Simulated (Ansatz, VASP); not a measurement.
MnSi: VASP beside Ansatz

```xyz
2
Lattice="0.0000 2.4225 2.4225 2.4225 0.0000 2.4225 2.4225 2.4225 0.0000" Properties=species:S:1:pos:R:3 pbc="T T T"
Mn    0.0000    0.0000    0.0000
Si    2.4225    2.4225    2.4225
```

Alike in both runs: task electric field gradients; functional PBE; k mesh 15 × 15 × 15; occupations fermi-dirac, width 0.05 eV; collinear spin.

```csv
,VASP,Ansatz
version,VASP 6.6.1,Ansatz 0.2.0
potentials or method,"VASP PAW PBE potentials, release 64 (Mn_pv, Si), cutoff 520 eV","all-electron PAW with datasets made for the crystal, scalar-relativistic"
```

Ansatz gave:

```
pressure (GPa)                                                : 0.1
net moment per atom (μB)                                      : 1.24
size of the moment on the site where the two differ most (μB) : 2.49
```

Estimate VASP's values.

pressure (GPa): 0.0; net moment per atom (μB): 1.24; size of the moment on the site where the two differ most (μB): 2.57.

Site moments also hang on the region over which each program counts them. Ansatz ran all-electron here, and VASP with PAW potentials.
